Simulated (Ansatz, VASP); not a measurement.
## Two plane-wave programs on Cd3HgTe4

```
Cd Hg Te
1.0
     4.68735    0.00000    0.00000
     0.00000    4.68735    0.00000
     0.00000    0.00000   13.24264
Cd Hg Te
3 1 4
Direct
  0.00000 0.00000 0.74952
  0.00000 0.00000 0.25048
  0.50000 0.50000 0.50000
  0.50000 0.50000 0.00000
  0.50000 0.00000 0.87396
  0.00000 0.50000 0.12604
  0.50000 0.00000 0.37528
  0.00000 0.50000 0.62472
```

Alike in both runs: functional PBE; k mesh 8 × 8 × 4; occupations gaussian, width 0.01 eV; no spin polarisation.

Ansatz relaxed the structure, and its values are those at the end. VASP's run is a single point on that final structure, the one shown.

|  | VASP | Ansatz |
| --- | --- | --- |
| version | VASP 6.6.1 | Ansatz 0.2.0 |
| potentials or method | VASP PAW PBE potentials, release 64 (Cd, Hg, Te), cutoff 520 eV | scalar-relativistic, plane waves, PAW |
| valence electrons in the cell | 72 | 144 |

```tsv
	VASP	Ansatz	Ansatz less VASP
gap on the k mesh at the Fermi level (eV)	0.18	0.18	+0.004
least direct gap on the mesh (eV)	0.18	0.18	+0.004
pressure (GPa)	0.1	0.0	-0.09
```

VASP's potentials hold 72 valence electrons a cell and Ansatz's 144, so a difference there can come from the potentials and not from the codes.

Neither program's run includes spin-orbit coupling.
